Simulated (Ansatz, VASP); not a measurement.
# W in VASP and in Ansatz

The input INCAR:

```
SYSTEM = W
PREC     = Accurate       ! precision mode
ENCUT    = 600            ! plane-wave cutoff, eV
EDIFF    = 1E-6           ! SCF threshold, eV
ISMEAR   = -1             ! smearing method
SIGMA    = 0.1            ! smearing width, eV
LREAL    = .False.        ! projectors in reciprocal space
LASPH    = .True.         ! aspherical terms in the spheres
NELM     = 60             ! most SCF steps
ALGO     = Normal         ! electronic algorithm
ISIF     = 3              ! what is computed and relaxed
LWAVE    = .False.        ! write WAVECAR
LCHARG   = .False.        ! write CHGCAR
GGA      = PE             ! functional
IBRION   = 2              ! ionic algorithm
NSW      = 60             ! ionic steps
EDIFFG   = -0.005         ! ionic threshold
```

Contents of KPOINTS:

```
regular mesh
0
Gamma
  16 16 16
  0 0 0
```

Contents of POSCAR:

```
W
1.0
    2.5931079797      0.0000000000      0.0000000000
    0.0000000000      2.5931079797      0.0000000000
    0.0000000000      0.0000000000      2.5931079797
W
1
Direct
    0.0000000000      0.0000000000      0.0000000000
```

Input for Ansatz:

```yaml
crystal:
  lattice:
    - [2.5931079797, 0.0, 0.0]
    - [0.0, 2.5931079797, 0.0]
    - [0.0, 0.0, 2.5931079797]
  atoms:
    - { symbol: W, position: [0.0, 0.0, 0.0] }
kpoints:
  mp_grid: { grid: [16, 16, 16] }
scf:
  occupations: { method: fermi_dirac, width: 0.1 }
hamiltonian:
  xc: pbe
  pseudopotentials: { kind: paw }
output:
  forces: true
  stress: true
relax:
  f_tol: 0.005
  max_steps: 40
  cell: {}
```

Alike in both runs: task relaxation of cell and atoms; functional PBE; k mesh 16 × 16 × 16; occupations fermi-dirac, width 0.1 eV; no spin polarisation.

|  | VASP | Ansatz |
| --- | --- | --- |
| version | VASP 6.6.1 | Ansatz 0.2.0 |
| potentials or method | VASP PAW PBE potentials, release 64 (W_sv) | PAW with Ansatz's default frozen-core files, scalar-relativistic |
| plane-wave cutoff (eV) | 600 | 420 |
| valence electrons in the cell | 14 | 14 |

```tsv
	VASP	Ansatz	Ansatz less VASP
relaxed volume (Å³/atom)	18.40	18.35	-0.053
relaxed cell length with the largest relative difference (Å)	2.640	2.638	-0.0025
```

Spin-orbit coupling is off throughout.
